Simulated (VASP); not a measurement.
**As: single point with LDA**

As:

```
As
1.0
     1.86079   -5.60787    0.00000
     1.86079    5.60787    0.00000
     0.00000    0.00000    4.55767
As
4
Direct
  0.39000 0.61000 0.56000
  0.89000 0.11000 0.94000
  0.61000 0.39000 0.44000
  0.11000 0.89000 0.06000
```

```yaml
Program: VASP 6.6.1
Task: single point
Functional: LDA
Potentials_or_basis: VASP PAW LDA potentials, release 64 (As)
Cutoff: 520 eV
k_mesh: 8 × 8 × 6
Occupations: fermi-dirac, width 0.05 eV
Spin: no spin polarisation
Dipole_correction: no
Further_INCAR_settings: ALGO = Normal; EDIFF = 1e-06; NBANDS = 18
```

```json
{"Pressure": "-5.0 GPa", "Largest force": "0.512 eV/Å"}
```

Forces in eV/Å, atoms in the order of the input:
```
As   0.000 -0.302  0.414
As   0.000 -0.302 -0.414
As   0.000  0.302 -0.414
As   0.000  0.302  0.414
```

Stress tensor (GPa, compression positive):
```
-4.55  0.00  0.00
 0.00 -4.81  0.00
 0.00  0.00 -5.67
```

Levels at points of the mesh, in eV from the Fermi level:
| k point | band 6 | band 7 | band 8 | band 9 | band 10 | band 11 | band 12 | band 13 | band 14 | band 15 |
| --- | --- | --- | --- | --- | --- | --- | --- | --- | --- | --- |
| (0.00, 0.00, 0.00) | -3.98 | -2.79 | -2.05 | -1.71 | -0.95 | 1.97 | 2.07 | 2.47 | 3.22 | 4.55 |
| (0.50, 0.00, 0.00) | -3.52 | -2.36 | -2.36 | -2.18 | -2.18 | 0.86 | 0.86 | 1.05 | 1.05 | 3.08 |
| (0.50, 0.50, 0.00) | -4.14 | -3.12 | -1.52 | -1.15 | -0.29 | 0.08 | 2.08 | 2.25 | 2.88 | 4.55 |
| (0.00, 0.00, 0.50) | -4.00 | -1.81 | -1.81 | -0.59 | -0.59 | 0.91 | 0.91 | 2.05 | 2.05 | 4.69 |
| (0.50, 0.00, 0.50) | -5.12 | -4.30 | -4.30 | -1.68 | -1.68 | 1.98 | 1.98 | 4.36 | 4.36 | 5.99 |
| (0.50, 0.50, 0.50) | -1.91 | -1.82 | -1.82 | -1.04 | -1.04 | 1.46 | 1.46 | 1.55 | 1.55 | 2.51 |

It took 2.9 min on 1 thread of Intel Xeon 8259CL, on a shared host, peak memory 0.28 GiB.

Caveat: the cell stands under tension.
